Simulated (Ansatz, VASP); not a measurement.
## Yb: VASP beside Ansatz

```
CELL_PARAMETERS angstrom
0.00000 2.76127 2.76127
2.76127 0.00000 2.76127
2.76127 2.76127 0.00000
ATOMIC_POSITIONS crystal
Yb 0.00000 0.00000 0.00000
```

Change from the starting cell: volume scaled by 1.02.

Alike in both runs: task single point; functional LDA; k mesh 8 × 8 × 8; occupations fermi-dirac, width 0.05 eV; collinear spin.

|  | VASP | Ansatz |
| --- | --- | --- |
| version | VASP 6.6.1 | Ansatz 0.2.0 |
| potentials or method | VASP PAW PBE potentials, release 64 (Yb), cutoff 520 eV | all-electron LAPW, scalar-relativistic |

Ansatz gave:

```
gap on the k mesh at the Fermi level (eV) : none
pressure (GPa)                            : -4.5
net moment per atom (μB)                  : 0.00
```

Task: What did VASP give for the same quantities?

Result: gap on the k mesh at the Fermi level (eV): none; pressure (GPa): -3.6; net moment per atom (μB): 0.00.

VASP's potentials were made for PBE, not for LDA. LDA's correlation is that of Perdew and Zunger in VASP and of Perdew and Wang (1992) in Ansatz. A gap of «none» marks a metal or a gap that the smearing closes. Ansatz ran all-electron here, and VASP with PAW potentials.

Spin-orbit coupling is off throughout. Noted on Ansatz's run: the open f shell may have settled in a state that isn't the lowest.
